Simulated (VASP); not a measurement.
The system is Ge.

```xyz
1
Lattice="1.3971 -2.6005 0.0000 1.3971 2.6005 0.0000 0.0000 0.0000 2.6982" Properties=species:S:1:pos:R:3 pbc="T T T"
Ge    1.3971    0.0000    0.0000
```

| Property | Result |
| --- | --- |
| Program | VASP 6.6.1 |
| Task | relaxation of cell and atoms |
| Functional | PBEsol |
| Potentials or basis | VASP PAW PBE potentials, release 64 (Ge_d) |
| Cutoff | 600 eV |
| k mesh | 12 × 12 × 11 |
| Occupations | fermi-dirac, width 0.15 eV |
| Spin | no spin polarisation |

At the start: pressure -4.1 GPa; volume 19.61 Å³/atom.

Problem. How do energy, volume and symmetry change on relaxing?

Solution. Over 12 steps the energy falls by 26.3 meV/atom and the volume is 18.40 Å³/atom (-6.2 %); space group Cmmm (No. 65, to 0.1 Å) before, P6/mmm (No. 191, to 0.1 Å).

The path:
```tsv
step	energy change (eV)	largest force (eV/Å)	pressure (GPa)	volume (Å³)
1	0.0000	0.0000	-4.14	19.61
2	-0.0195	0.0000	1.04	18.20
3	-0.0197	0.0000	0.40	18.32
4	-0.0197	0.0000	0.62	18.30
5	-0.0240	0.0000	0.62	18.28
6	-0.0255	0.0000	0.66	18.26
7	-0.0257	0.0000	0.58	18.25
8	-0.0262	0.0000	-0.23	18.46
9	-0.0262	0.0000	0.19	18.41
10	-0.0262	0.0000	-0.15	18.42
11	-0.0262	0.0000	-0.04	18.41
12	-0.0263	0.0000	0.00	18.40
```

Final structure:
```yaml
crystal:
  lattice:
    - [1.41208, -2.44709, 0.00000]
    - [1.41208, 2.44709, 0.00000]
    - [0.00000, 0.00000, 2.66231]
  atoms:
    - { symbol: Ge, position: [0.50000, 0.50000, 0.00000] }
```

Caveat: the PAW data sets were made with another functional, which shifts forces and pressure a little.
